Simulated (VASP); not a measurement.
Input of a VASP 6.6.1 run:

The input INCAR:

```
SYSTEM = AgI
PREC = Accurate
ENCUT = 500
EDIFF = 1E-6
ISMEAR = 0
SIGMA = 0.01
LREAL = .FALSE.
LASPH = .TRUE.
NELM = 120
ALGO = Normal
ISIF = 2
LWAVE = .FALSE.
LCHARG = .FALSE.
GGA = PE
NBANDS = 26
GGA_COMPAT = .FALSE.
```

File KPOINTS:

```
regular mesh
0
G
  4 4 4
  0 0 0
```

File POSCAR:

```
AgI
1.0
    4.6507421514      0.0000000000      0.0000000000
   -2.3253710757      4.0276608495      0.0000000000
    0.0000000000      0.0000000000      7.5997163705
Ag I
2 2
Direct
    0.6666666667      0.3333333333      0.6275238183
    0.3333333333      0.6666666667      0.1275238183
    0.6666666667      0.3333333333      0.0024761817
    0.3333333333      0.6666666667      0.5024761817
```

Potentials or basis: VASP PAW PBE potentials, release 64 (Ag, I).

Run with:

```console
$ cat potpaw_PBE.64/Ag/POTCAR potpaw_PBE.64/I/POTCAR > POTCAR
$ mpirun -np 1 vasp_std > vasp.out
```

Question: Estimate the pressure.

Answer: 0.6 GPa.

Question: Estimate the band gap on the k mesh.

Answer: 1.37 eV.

Question: What does it give for the largest force?

Answer: 0.009 eV/Å.

Forces in eV/Å, atoms in the order of the input:
```
Ag   0.000  0.000  0.009
Ag   0.000  0.000  0.009
I    0.000  0.000 -0.009
I    0.000  0.000 -0.009
```

Caveat: spin-orbit coupling is left out, which moves the levels of the heavy elements. As with any semilocal functional, this PBE gap is likely too small.
